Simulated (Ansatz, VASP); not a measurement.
## AlNi3 in VASP and in Ansatz

The input INCAR:

```
PREC = Accurate ; ENCUT = 520
EDIFF = 1E-6 ; ISMEAR = 0
SIGMA = 0.017 ; LREAL = False
LASPH = True ; NELM = 150
ALGO = Normal ; ISIF = 2
LWAVE = False ; LCHARG = False
ISPIN = 2 ; MAGMOM = 1 1 1 0
LORBIT = 11 ; LMAXMIX = 4
GGA = PE ; NBANDS = 28
```

File KPOINTS:

```
regular mesh
0
Gamma
  8 8 8
```

The input POSCAR:

```
AlNi3
1.0
    3.5230547267      0.0000000000      0.0000000000
    0.0000000000      3.5230547267      0.0000000000
    0.0000000000      0.0000000000      3.5230547267
Ni Al
3 1
Direct
    0.5000000000      0.5000000000      0.0000000000
    0.5000000000      0.0000000000      0.5000000000
    0.0000000000      0.5000000000      0.5000000000
    0.0000000000      0.0000000000      0.0000000000
```

Contents of input.yaml:

```yaml
crystal:
  lattice:
    - [3.5230547267, 0.0, 0.0]
    - [0.0, 3.5230547267, 0.0]
    - [0.0, 0.0, 3.5230547267]
  atoms:
    - { symbol: Ni, position: [0.5, 0.5, 0.0], spin: 1.0 }
    - { symbol: Ni, position: [0.5, 0.0, 0.5], spin: 1.0 }
    - { symbol: Ni, position: [0.0, 0.5, 0.5], spin: 1.0 }
    - { symbol: Al, position: [0.0, 0.0, 0.0] }
hamiltonian:
  xc: pbe
  pseudopotentials: { kind: paw }
magnetization:
  spin_polarized: true
kpoints:
  mp_grid: { grid: [8, 8, 8] }
scf:
  occupations: { method: gaussian, width: 0.017 }
output:
  forces: true
  stress: true
  eigenvalues: true
```

Alike in both runs: task single point; functional PBE; k mesh 8 × 8 × 8; occupations gaussian, width 0.017 eV; collinear spin.

|  | VASP | Ansatz |
| --- | --- | --- |
| version | VASP 6.6.1 | Ansatz 0.2.0 |
| potentials or method | VASP PAW PBE potentials, release 64 (Ni, Al) | Ansatz PAW |
| plane-wave cutoff (eV) | 520 | 420 |
| valence electrons in the cell | 33 | 57 |

VASP gave:

```
gap on the k mesh at the Fermi level (eV)                     : none
pressure (GPa)                                                : 7.4
net moment per atom (μB)                                      : 0.19
size of the moment on the site where the two differ most (μB) : 0.27
```

Estimate Ansatz's values.

gap on the k mesh at the Fermi level (eV): none; pressure (GPa): 7.4; net moment per atom (μB): 0.21; size of the moment on the site where the two differ most (μB): 0.30.

Site moments also hang on the region over which each program counts them. A gap of «none» marks a metal or a gap that the smearing closes. With one functional, cell and mesh, what is left measures potentials, basis and numerics. VASP's potentials hold 33 valence electrons a cell and Ansatz's 57, so a difference there can come from the potentials and not from the codes.
